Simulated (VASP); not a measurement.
Here is a VASP 6.6.1 calculation.

File INCAR:

```
SYSTEM = BeB15N15
PREC = Accurate ; ENCUT = 520
EDIFF = 1E-6 ; ISMEAR = -1
SIGMA = 0.01 ; LREAL = Auto
LASPH = .TRUE. ; NELM = 200
ALGO = Normal ; ISIF = 2
LWAVE = .FALSE. ; LCHARG = .FALSE.
ISPIN = 2 ; MAGMOM = 0.2 0.01 0 0.04 0.01 0 0 0 0 0 0 0.04 0 0 0.01 0 0.01 0.01 0.02 0.01 0.01 0 0 0.01 0 0 0 0.02 0 0 0
LORBIT = 11 ; NUPDOWN = 1.0
GGA = PE ; NBANDS = 86
NELECT = 123.0 ; GGA_COMPAT = .FALSE.
ISYM = -1
```

KPOINTS

```
explicit points
1
Reciprocal
  0.25000000   0.25000000   0.25000000 1
```

The input POSCAR:

```
BeB15N15
1.0
   -3.6241103844      3.6241103844     -3.6241103844
    3.6241103844      3.6241103844      3.6241103844
    3.6241103844     -3.6241103844     -3.6241103844
B Be N
15 1 15
Direct
    0.0105953172      0.0111700401     -0.0040253524
    0.0031964925      0.2515293711      0.7519106421
    0.0041092326      0.5015520230      0.5011956115
   -0.0119175819      0.7513894099      0.2553051946
    0.2511372520      0.0035594154      0.7519386192
    0.2484464145      0.5046573863      0.2529927827
    0.2502724831      0.7537542177      0.0022272283
    0.5012274536      0.0044849500      0.5011622642
    0.5043057190      0.2488283337      0.2529981678
    0.4954221248      0.4957929151     -0.0028694667
    0.4997847048      0.7502102081      0.7495501558
    0.7513858830     -0.0115237188      0.2550839104
    0.7533533795      0.2506233610      0.0021992037
    0.7498859044      0.5001877360      0.7496009377
    0.7509442058      0.7512947636      0.5044514936
    0.2294886500      0.2298794445      0.4736230371
    0.0013707375      0.2561353755     -0.0004604050
    0.0033353454      0.5031720205      0.7523146534
   -0.0018500923      0.7502525284      0.5036559843
    0.2556883805      0.0017594882     -0.0003664205
    0.2466512118      0.2470139788      0.7565074214
    0.2488752280      0.5114334151      0.4985473036
    0.2467623722      0.7586337343      0.2511464392
    0.5027954160      0.0036709608      0.7523001037
    0.5110517598      0.2492464748      0.4985400791
    0.5015038854      0.5018681690      0.2530452302
    0.5015138327      0.7491248558      0.0017398728
    0.7500099621     -0.0014884633      0.5035668390
    0.7582797624      0.2471386809      0.2511203812
    0.7487509473      0.5018025627      0.0017547826
    0.7525704068      0.7529570503      0.7546143705
```

Potentials or basis: VASP PAW PBE potentials, release 64 (B, Be, N).

Launch:

```sh
$ cat potpaw_PBE.64/B/POTCAR potpaw_PBE.64/Be/POTCAR potpaw_PBE.64/N/POTCAR > POTCAR
$ mpirun -np 1 vasp_std > vasp.out
```

**Question.** What does it give for the largest force?

**Answer.** 0.043 eV/Å.

Forces on the atoms (eV/Å):
```
B    0.003 -0.012 -0.015
B   -0.008  0.006  0.013
B    0.006 -0.005 -0.002
B    0.003  0.038  0.021
B   -0.013  0.005  0.004
B   -0.008  0.010 -0.005
B   -0.007 -0.003 -0.006
B    0.000 -0.008 -0.006
B    0.006  0.004  0.010
B   -0.003  0.004 -0.002
B    0.006  0.000 -0.009
B   -0.009  0.021 -0.009
B    0.006  0.001  0.010
B    0.008 -0.001 -0.005
B   -0.001 -0.001  0.002
Be  -0.019 -0.019  0.016
N    0.006 -0.007 -0.005
N    0.000 -0.006  0.003
N    0.008 -0.004 -0.003
N    0.007 -0.003 -0.002
N    0.004  0.003 -0.002
N    0.002  0.005 -0.004
N    0.002 -0.012  0.003
N   -0.003 -0.004  0.001
N    0.004  0.008 -0.005
N   -0.001 -0.003  0.001
N    0.000  0.000  0.005
N    0.003  0.000 -0.002
N   -0.005 -0.012 -0.003
N   -0.003 -0.004  0.001
N    0.005  0.000 -0.002
```

Caveat: the cell carries a net charge on a neutralising background, which shifts energy and pressure; the total moment is fixed, so each spin has its own Fermi level.
